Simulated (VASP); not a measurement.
NaH, 2 atoms in the cell. It takes space group Fm-3m (No. 225, cubic). The conventional cell has a = 4.691 Å, b = 4.691 Å, c = 4.691 Å, α = 90.00°, β = 90.00°, γ = 90.00°. Na (site symmetry m-3m) has 6 H at 2.35 Å within 3.1 Å. H (site symmetry m-3m) has 6 Na at 2.35 Å within 3.1 Å. 

| Item | Value |
| --- | --- |
| Program | VASP 6.6.1 |
| Task | single point |
| Functional | LDA |
| Potentials or basis | VASP PAW LDA potentials, release 64 (Na_pv, H) |
| Cutoff | 500 eV |
| k mesh | 8 × 8 × 8 |
| Occupations | gaussian, width 0.02 eV |
| Spin | no spin polarisation |
| Dipole correction | no |
| Further INCAR settings | ALGO = Normal; EDIFF = 1e-06; NBANDS = 11 |

Potentials or basis: VASP PAW LDA potentials, release 64 (Na_pv, H).

Launch:

```sh
$ cat potpaw_LDA.64/Na_pv/POTCAR potpaw_LDA.64/H/POTCAR > POTCAR
$ mpirun -np 1 vasp_std > vasp.out
```

Hardware: 1 thread of Intel Xeon 8259CL (shared host).

Question: How long does it take, and how much memory?

Answer: Run time: 5.9 s on 1 thread of Intel Xeon 8259CL (shared host), peak memory 0.12 GiB. Counts: scf iterations 11, k points 29.
